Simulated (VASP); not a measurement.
Runs of VASP 6.6.1 on ZnO. The structure is that of space group P6_3mc (No. 186), or close to it. The cells are those of the table. 

```csv
task,cell,k mesh,cutoff (eV),smearing,gap on the mesh (eV),pressure (GPa)
single point,"a = 3.279, b = 3.279, c = 5.293 Å, angles 90.0, 90.0, 120.0°, 4 atoms",12 × 12 × 6,520,gaussian 0.05 eV,0.73,0.9
single point,"a = 3.279, b = 3.279, c = 5.294 Å, angles 90.0, 90.0, 120.0°, 4 atoms",12 × 12 × 6,520,gaussian 0.02 eV,0.73,0.9
single point,"a = 3.279, b = 3.279, c = 5.293 Å, angles 90.0, 90.0, 120.0°, 4 atoms",12 × 12 × 6,520,gaussian 0.02 eV,0.73,0.9
relaxation of cell and atoms,"relaxed from a = 3.249, b = 3.249, c = 5.204 Å, angles 90.0, 90.0, 120.0°, 4 atoms",12 × 12 × 6,600,gaussian 0.02 eV,0.72,0.0
electric field gradients,"a = 3.279, b = 3.279, c = 5.294 Å, angles 90.0, 90.0, 120.0°, 4 atoms",12 × 12 × 6,520,gaussian 0.01 eV,0.73,0.9
single point,"a = 3.279, b = 3.279, c = 5.294 Å, angles 90.0, 90.0, 120.0°, 4 atoms",12 × 12 × 6,520,gaussian 0.01 eV,0.73,0.9
single point,"a = 3.346, b = 3.346, c = 5.046 Å, angles 90.0, 90.0, 120.0°, 4 atoms",9 × 9 × 6,520,gaussian 0.02 eV,0.83,(a)
```

Alike in all rows: level PBE; potentials or basis VASP PAW PBE potentials, release 64 (Zn, O); no spin polarisation.

Problem. Fill in the values left out.

Solution. (a) 11.2.

Caveats: forces of over 1 eV/Å act on the atoms, so gaps and moduli don't describe the material at rest (some runs).

